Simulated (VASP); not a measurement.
# PbO (P4/nmm) in VASP: settings compared, part 2 of 2

VASP 6.6.1. The steps go on from the part before.

**5. Single point, r2SCAN50+D3(BJ)**

This run uses another cell than the first one, of 19.94 Å³/atom.

POSCAR

```
PbO
1.0
    3.9900000000      0.0000000000      0.0000000000
    0.0000000000      3.9900000000      0.0000000000
    0.0000000000      0.0000000000      5.0100000000
Pb O
2 2
Direct
    0.5000000000      0.0000000000      0.7600000000
    0.0000000000      0.5000000000      0.2400000000
    0.5000000000      0.5000000000      0.0000000000
    0.0000000000      0.0000000000      0.0000000000
```

INCAR.step1

```
SYSTEM = PbO
  ALGO = Normal
  EDIFF = 1E-5
  ENCUT = 580
  GGA = PE
  GGA_COMPAT = .FALSE.
  ISIF = 2
  ISMEAR = -1
  KPAR = 4
  LASPH = .TRUE.
  LCHARG = .FALSE.
  LREAL = .FALSE.
  LWAVE = .TRUE.
  NBANDS = 28
  NELM = 120
  PREC = Accurate
  SIGMA = 0.1
```

INCAR.step2

```
SYSTEM = PbO
  AEXX = 0.5
  ALGO = Normal
  EDIFF = 1E-6
  ENCUT = 580
  GGA_COMPAT = .FALSE.
  ISIF = 2
  ISMEAR = -1
  ISTART = 1
  IVDW = 12
  KPAR = 4
  LASPH = .TRUE.
  LCHARG = .FALSE.
  LHFCALC = .TRUE.
  LMIXTAU = .TRUE.
  LREAL = .FALSE.
  LWAVE = .FALSE.
  METAGGA = R2SCAN
  NBANDS = 28
  NELM = 120
  PREC = Accurate
  PRECFOCK = Normal
  SIGMA = 0.1
  VDW_A1 = 0.4311
  VDW_A2 = 5.924
  VDW_S6 = 1.0
  VDW_S8 = 1.3294
```

KPOINTS

```
k-points
0
G
  5 5 4
  0 0 0
```

Potentials or basis: VASP PAW PBE potentials, release 64 (Pb_d, O).

Launch:

```
$ cat potpaw_PBE.64/Pb_d/POTCAR potpaw_PBE.64/O/POTCAR > POTCAR
$ cp INCAR.step1 INCAR
$ mpirun -np 4 vasp_std > vasp.out
$ cp INCAR.step2 INCAR
$ mpirun -np 4 vasp_std > vasp.out
```

OUTCAR:

```text
SYSTEM = PbO
   AEXX = 0.5
   EDIFF = 1E-6
   ENCUT = 580
   ISIF = 2
   ISMEAR = -1
   ISTART = 1
   IVDW = 12
   LASPH = .TRUE.
   LHFCALC = .TRUE.
   LREAL = .FALSE.
   METAGGA = R2SCAN
   NELM = 120
   PREC = Accurate
   PRECFOCK = Normal
 IVDW          = 12

 ion  position               nearest neighbor table
   1  0.500  0.000  0.760-   3 2.33   4 2.33   3 2.33   4 2.33   2 3.71   2 3.71   2 3.71   2 3.71
                             2 3.84   2 3.84   2 3.84   2 3.84
   2  0.000  0.500  0.240-   3 2.33   4 2.33   4 2.33   3 2.33   1 3.71   1 3.71   1 3.71   1 3.71
                             1 3.84   1 3.84   1 3.84   1 3.84
   3  0.500  0.500  0.000-   1 2.33   2 2.33   1 2.33   2 2.33
   4  0.000  0.000  0.000-   1 2.33   2 2.33   2 2.33   1 2.33

  LATTYP: Found a simple tetragonal cell.
 ALAT       =     3.9900000000
 C/A-ratio  =     1.2556390977

  Lattice vectors:

 A1 = (   3.9900000000,   0.0000000000,   0.0000000000)
 A2 = (   0.0000000000,   3.9900000000,   0.0000000000)
 A3 = (   0.0000000000,   0.0000000000,   5.0100000000)

Analysis of symmetry for initial positions (statically):
=====================================================================
 Subroutine PRICEL returns:
 Original cell was already a primitive cell.

 Routine SETGRP: Setting up the symmetry group for a
 simple tetragonal supercell.

 Subroutine GETGRP returns: Found 16 space group operations
 (whereof  8 operations were pure point group operations)
 out of a pool of 16 trial point group operations.

The static configuration has the point symmetry D_2d.
 The point group associated with its full space group is D_4h.

Analysis of symmetry for dynamics (positions and initial velocities):
[... 132 lines left out ...]
  Thomas-Fermi vector in A             =   2.431853
   LORBIT       =      0    0 simple, 1 ext, 2 COOP (PROOUT), +10 PAW based schemes
   METAGGA = R2SCAN    functional components
   LHFCALC =     T    Hartree Fock is set to
   PRECFOCK=normal    Normal, Fast or Accurate (Low or Medium for compatibility)
   ENCUT4O =  -1.0   cutoff for four orbital integrals eV
   NKREDX  =     1    reduce k-point grid by
   NKREDY  =     1    reduce k-point grid by
   NKREDZ  =     1    reduce k-point grid by
   AEXX    =    0.5000 exact exchange contribution
   HFSCREEN=    0.0000 screening length (either q_TF or 0.3 A-1)
   HFSCREENC=   0.0000 screening length for correlation (either q_TF or 0.3 A-1)
   ENCUTFOCK=  -1.0 apply spherical cutoff to Coloumb kernel
   IVDW    =    12    specifies the selected vdW correction
   LEPSILON=     F    determine dielectric tensor
   LRPA    =     F    only Hartree local field effects (RPA)
 non-spin polarized calculation
  energy-cutoff  :      580.00
  volume of cell :       79.76
 maximum number of plane-waves:      2547
 NGX is ok and might be reduce to    32
  NGX = 24; NGY = 24; NGZ = 30

 number of electron      40.0000002 magnetization

 Free energy of the ion-electron system (eV)
  ---------------------------------------------------
  ext. energy  EPLUGINS =         0.00000000
  ---------------------------------------------------
  free energy    TOTEN  =       -91.46359741 eV

  energy without entropy =      -91.46359741  energy(sigma->0) =      -91.46359741

 E-fermi :   5.2687     XC(G=0):  -5.8544

 val. band max:        3.1883815639   @ k =   0.0000   0.0000   0.0000
 cond. band min:       7.6815261085   @ k =   0.4000   0.4000   0.0000
 fundamental gap:      4.4931445446
 Fermi energy:         5.2686796335

 k-point     1 :       0.0000    0.0000    0.0000
  band No.  band energies     occupation
      1     -19.6253      2.00000
      2     -18.8573      2.00000
      3     -16.1834      2.00000
      4     -16.1834      2.00000
      5     -16.1428      2.00000
      6     -16.0906      2.00000
[... 547 lines left out ...]
     27      18.1064      0.00000
     28      18.2267      0.00000

------------------------ aborting loop because EDIFF is reached ----------------------------------------

 Edisp (eV)   -0.67077

 E8    (eV) :    -0.3469

  FORCE on cell =-STRESS in cart. coord.  units (eV):
  Direction    XX          YY          ZZ          XY          YZ          ZX
  --------------------------------------------------------------------------------------
  -------------------------------------------------------------------------------------
  Total      -3.17731    -3.17731    -2.74653     0.00000     0.00000     0.00000
  in kB     -63.82447   -63.82447   -55.17105     0.00000     0.00000     0.00000
  external pressure =      -60.94 kB  Pullay stress =        0.00 kB

 VOLUME and BASIS-vectors are now :
 -----------------------------------------------------------------------------
  energy-cutoff  :      580.00
  volume of cell :       79.76
      direct lattice vectors                 reciprocal lattice vectors
     3.990000000  0.000000000  0.000000000     0.250626566  0.000000000  0.000000000
     0.000000000  3.990000000  0.000000000     0.000000000  0.250626566  0.000000000
     0.000000000  0.000000000  5.010000000     0.000000000  0.000000000  0.199600798

 POSITION                                       TOTAL-FORCE (eV/Angst)
 -----------------------------------------------------------------------------------
      1.99500      0.00000      3.80760         0.000000      0.000000      1.156162
      0.00000      1.99500      1.20240         0.000000      0.000000     -1.156162
      1.99500      1.99500      0.00000        -0.000000      0.000000      0.000000
      0.00000      0.00000      0.00000         0.000000      0.000000      0.000000
 -----------------------------------------------------------------------------------
    total drift:                                0.000001      0.000000     -0.000001

  FREE ENERGIE OF THE ION-ELECTRON SYSTEM (eV)
  ---------------------------------------------------
  free  energy   TOTEN  =       -92.1343665449 eV

  energy  without entropy=      -92.1343665448  energy(sigma->0) =      -92.13436654
```

OUTCAR.step1:

```text
SYSTEM = PbO
   EDIFF = 1E-5
   ENCUT = 580
   GGA = PE
   ISIF = 2
   ISMEAR = -1
   LASPH = .TRUE.
[... 782 lines left out ...]
      0.00000      1.99500      1.20240        -0.000000      0.000000      0.025174
      1.99500      1.99500      0.00000         0.000000      0.000000      0.000000
      0.00000      0.00000      0.00000        -0.000000     -0.000000      0.000000
 -----------------------------------------------------------------------------------
    total drift:                                0.000000     -0.000000     -0.000000

  FREE ENERGIE OF THE ION-ELECTRON SYSTEM (eV)
  ---------------------------------------------------
  free  energy   TOTEN  =       -21.4401770239 eV

  energy  without entropy=      -21.4401281779  energy(sigma->0) =      -21.44015260
```

It took 44 min on 4 MPI ranks of AMD EPYC 7R13 (Zen 3), shared host; peak memory 0.25 GiB.

Results:

```yaml
Free_energy: -92.1344 eV
Pressure: -6.1 GPa
Largest_force: 1.156 eV/Å
Band_gap_on_the_k_mesh: 4.49 eV (least direct gap 5.81 eV)
Dispersion_energy_per_atom: -0.168 eV
```

Forces on the atoms (eV/Å):
```
Pb   0.000  0.000  1.156
Pb   0.000  0.000 -1.156
O    0.000  0.000  0.000
O    0.000  0.000  0.000
```

Caveat: the cell stands under tension; the PAW data sets were made with another functional, which shifts forces and pressure a little; spin-orbit coupling is left out, which moves the levels of the heavy elements. A k mesh can miss the band edges.

**6. Single point, r2SCAN-based global hybrid with 10 % exact exchange**

This run uses another cell than the first one, of 19.94 Å³/atom.

POSCAR is that of step 5.

INCAR.step1

```
SYSTEM = PbO
ALGO     = Normal         ! electronic algorithm
EDIFF    = 1E-5           ! SCF threshold, eV
ENCUT    = 580            ! plane-wave cutoff, eV
GGA      = PE             ! functional
GGA_COMPAT= .False.      
ISIF     = 2              ! what is computed and relaxed
ISMEAR   = -1             ! smearing method
LASPH    = .True.         ! aspherical terms in the spheres
LCHARG   = .False.        ! write CHGCAR
LREAL    = .False.        ! projectors in reciprocal space
LWAVE    = .True.         ! write WAVECAR
NBANDS   = 28             ! bands
NELM     = 120            ! most SCF steps
PREC     = Accurate       ! precision mode
SIGMA    = 0.05           ! smearing width, eV
```

INCAR.step2

```
SYSTEM = PbO
AEXX     = 0.1            ! exact-exchange fraction
ALGO     = Normal         ! electronic algorithm
EDIFF    = 1E-6           ! SCF threshold, eV
ENCUT    = 580            ! plane-wave cutoff, eV
GGA_COMPAT= .False.      
ISIF     = 2              ! what is computed and relaxed
ISMEAR   = -1             ! smearing method
ISTART   = 1            
LASPH    = .True.         ! aspherical terms in the spheres
LCHARG   = .False.        ! write CHGCAR
LHFCALC  = .True.         ! exact exchange
LMIXTAU  = .True.       
LREAL    = .False.        ! projectors in reciprocal space
LWAVE    = .False.        ! write WAVECAR
METAGGA  = R2SCAN         ! meta-GGA
NBANDS   = 28             ! bands
NELM     = 120            ! most SCF steps
PREC     = Accurate       ! precision mode
PRECFOCK = Normal       
SIGMA    = 0.05           ! smearing width, eV
```

KPOINTS

```
k-points
0
Gamma
  4 4 3
  0 0 0
```

Potentials or basis: VASP PAW PBE potentials, release 64 (Pb_d, O).

Launch:

```
$ cat potpaw_PBE.64/Pb_d/POTCAR potpaw_PBE.64/O/POTCAR > POTCAR
$ cp INCAR.step1 INCAR
$ mpirun -np 1 vasp_std > vasp.out
$ cp INCAR.step2 INCAR
$ mpirun -np 1 vasp_std > vasp.out
```

It took 54 min on 1 thread of Intel Xeon Platinum 8259CL at 2.50GHz (Skylake/Cascade Lake), shared host; peak memory 0.26 GiB.

The run converged. Its results:

```yaml
Free_energy: -121.8442 eV
Pressure: -0.9 GPa
Largest_force: 0.482 eV/Å
Band_gap_on_the_k_mesh: 1.97 eV (least direct gap 3.19 eV)
```

Forces in eV/Å, atoms in the order of the input:
```
Pb   0.000  0.000  0.482
Pb   0.000  0.000 -0.482
O    0.000  0.000  0.000
O    0.000  0.000  0.000
```

Stress tensor (GPa, compression positive):
```
-0.84  0.00  0.00
 0.00 -0.84  0.00
 0.00  0.00 -1.07
```

Levels at points of the mesh, in eV from the valence-band top:
| k point | band 17 | band 18 | band 19 | band 20 | band 21 | band 22 | band 23 | band 24 |
| --- | --- | --- | --- | --- | --- | --- | --- | --- |
| (0.00, 0.00, 0.00) | -1.96 | -1.87 | -1.87 | 0.00 | 3.41 | 6.57 | 6.57 | 6.60 |
| (0.50, 0.00, 0.00) | -3.27 | -3.27 | -1.82 | -1.82 | 4.33 | 4.33 | 7.74 | 7.74 |
| (0.50, 0.50, 0.00) | -1.82 | -1.82 | -1.23 | -1.23 | 1.97 | 1.97 | 6.24 | 6.24 |

Caveat: the PAW data sets were made with another functional, which shifts forces and pressure a little; spin-orbit coupling is left out, which moves the levels of the heavy elements. A k mesh can miss the band edges.

**7. The runs side by side**

| level | cell | k mesh | cutoff (eV) | smearing | grid for exact exchange (PRECFOCK) | share of exact exchange | gap on the mesh (eV) | pressure (GPa) | largest force (eV/Å) |
| --- | --- | --- | --- | --- | --- | --- | --- | --- | --- |
| r2SCAN | a = 3.958, b = 3.958, c = 4.577 Å, 4 atoms, atomic positions A | 7 × 7 × 6 | 660 | fermi-dirac 0.05 eV | - | - | 1.48 | 5.5 | 0.11 |
| r2SCAN | a = 3.973, b = 3.973, c = 4.897 Å, 4 atoms, atomic positions B | 7 × 7 × 6 | 660 | fermi-dirac 0.05 eV | - | - | 1.69 | 2.5 | 0.11 |
| r2SCAN | a = 3.987, b = 3.987, c = 5.325 Å, 4 atoms, atomic positions C | 7 × 7 × 6 | 660 | fermi-dirac 0.05 eV | - | - | 2.06 | 0.4 | 0.10 |
| r2SCAN50+D3(BJ) | a = 3.990, b = 3.990, c = 5.010 Å, 4 atoms, atomic positions D | 5 × 5 × 4 | 580 | fermi-dirac 0.1 eV | Normal | 0.5 | 4.49 | -6.1 | 1.16 |
| r2SCAN-based global hybrid with 10 % exact exchange | a = 3.990, b = 3.990, c = 5.010 Å, 4 atoms, atomic positions D | 4 × 4 × 3 | 580 | fermi-dirac 0.05 eV | Normal | 0.1 | 1.97 | -0.9 | 0.48 |

Alike in all rows: task single point; potentials or basis VASP PAW PBE potentials, release 64 (Pb_d, O); no spin polarisation.

Caveats: the PAW data sets were made with another functional, which shifts forces and pressure a little; spin-orbit coupling is left out, which moves the levels of the heavy elements; the cell stands under pressure (at least some runs); the cell stands under tension (at least some runs).

Absolute energies hang on the potentials; compare differences alone.
